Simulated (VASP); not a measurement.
Input of a VASP 6.6.1 run:

File INCAR:

```
SYSTEM = Ag
PREC = Accurate
ENCUT = 520
EDIFF = 1E-6
ISMEAR = 0
SIGMA = 0.1
LREAL = .False.
LASPH = .True.
NELM = 80
ALGO = Fast
ISIF = 2
LWAVE = .False.
LCHARG = .False.
GGA = PE
NBANDS = 24
```

The input KPOINTS:

```
regular mesh
0
Gamma
  12 12 12
  0 0 0
```

Contents of POSCAR:

```
Ag
1.0
    3.9940742345      0.0000000000      0.0000000000
    0.0000000000      3.9940742345      0.0000000000
    0.0000000000      0.0000000000      3.9940742345
Ag
3
Direct
    0.5000000000      0.0000000000      0.0000000000
    0.0000000000      0.5000000000      0.0000000000
    0.0000000000      0.0000000000      0.5000000000
```

Potentials or basis: VASP PAW PBE potentials, release 64 (Ag).

The run is started by

```bash
$ cat potpaw_PBE.64/Ag/POTCAR > POTCAR
$ mpirun -np 1 vasp_std > vasp.out
```

Problem. Estimate the band gap on the k mesh.

Solution. Zero (an odd number of electrons rules out a gap without spin polarisation).

Problem. Predict the pressure.

Solution. -0.1 GPa.
